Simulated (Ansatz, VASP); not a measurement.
## One calculation of ZrC, two programs

```
CELL_PARAMETERS angstrom
0.00000 2.27970 2.35021
2.27970 0.00000 2.35021
2.27970 2.27970 0.00000
ATOMIC_POSITIONS crystal
Zr 0.50000 0.50000 0.50000
C 0.00000 0.00000 0.00000
```

Change from the starting cell: equal xx and yy strain of -3 %.

Alike in both runs: task single point; functional PBE; k mesh 15 × 15 × 15; occupations fermi-dirac, width 0.05 eV; no spin polarisation.

|  | VASP | Ansatz |
| --- | --- | --- |
| version | VASP 6.6.1 | Ansatz 0.2.0 |
| potentials or method | VASP PAW PBE potentials, release 64 (Zr_sv, C), cutoff 520 eV | all-electron LAPW, scalar-relativistic |

|  | VASP | Ansatz | Ansatz less VASP |
| --- | --- | --- | --- |
| pressure (GPa) | 17.5 | 17.3 | -0.23 |
| traceless stress, the component that is largest in VASP (GPa) | -9.31 | -9.27 | +0.043 |

Ansatz ran all-electron here, and VASP with PAW potentials.
